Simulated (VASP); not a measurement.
A run of VASP 6.6.1 is set up as follows.

The input INCAR:

```
SYSTEM = ScAl
PREC = Accurate
ENCUT = 500
EDIFF = 1E-6
ISMEAR = -1
SIGMA = 0.15
LREAL = .False.
LASPH = .True.
NELM = 120
ALGO = Normal
ISIF = 2
LWAVE = .False.
LCHARG = .False.
GGA = PS
NBANDS = 14
GGA_COMPAT = .False.
```

Contents of KPOINTS:

```
regular mesh
0
Gamma
  12 12 12
  0 0 0
```

File POSCAR:

```
ScAl
1.0
    3.3700622200      0.0000000000      0.0000000000
    0.0000000000      3.3700622200      0.0000000000
    0.0000000000      0.0000000000      3.3700622200
Sc Al
1 1
Direct
    0.5000000000      0.5000000000      0.5000000000
    0.0000000000      0.0000000000      0.0000000000
```

Potentials or basis: VASP PAW PBE potentials, release 64 (Sc_sv, Al).

Launch:

```console
$ cat potpaw_PBE.64/Sc_sv/POTCAR potpaw_PBE.64/Al/POTCAR > POTCAR
$ mpirun -np 1 vasp_std > vasp.out
```

(1) Estimate the pressure.

(2) What does it give for the band gap on the k mesh?

Results:

(1) -1.4 GPa.

(2) zero (band 7 reaches 6.31 eV, above the bottom of band 8 at 5.13 eV).

Caveat: the PAW data sets were made with another functional, which shifts forces and pressure a little.
